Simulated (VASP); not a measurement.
Ta2W, 3 atoms in the cell. It takes space group P-3m1 (No. 164, trigonal). The conventional cell has a = 3.093 Å, b = 3.093 Å, c = 6.521 Å, α = 90.00°, β = 90.00°, γ = 120.00°. Ta (site symmetry 3m) has 3 W at 2.76 Å and 9 Ta at 2.92 to 3.09 Å within 3.6 Å. W (site symmetry -3m) has 6 Ta at 2.76 Å and 6 W at 3.09 Å within 3.6 Å. 

| Item | Value |
| --- | --- |
| Program | VASP 6.6.1 |
| Task | single point |
| Functional | PBE |
| Potentials or basis | VASP PAW PBE potentials, release 64 (Ta_pv, W_sv) |
| Cutoff | 520 eV |
| k mesh | 18 × 18 × 8 |
| Occupations | gaussian, width 0.1 eV |
| Spin | no spin polarisation |
| Dipole correction | no |
| Further INCAR settings | ALGO = Fast; EDIFF = 1e-07; NBANDS = 25 |

Potentials or basis: VASP PAW PBE potentials, release 64 (Ta_pv, W_sv).

Run with:

```console
$ cat potpaw_PBE.64/Ta_pv/POTCAR potpaw_PBE.64/W_sv/POTCAR > POTCAR
$ mpirun -np 1 vasp_std > vasp.out
```

Hardware: 1 thread of Intel Xeon 8259CL, with other jobs on the host.

Q: How long does it take, and how much memory?

A: Run time: 7.7 min on 1 thread of Intel Xeon 8259CL, with other jobs on the host, peak memory 0.43 GiB. Counts: scf iterations 16, k points 266.
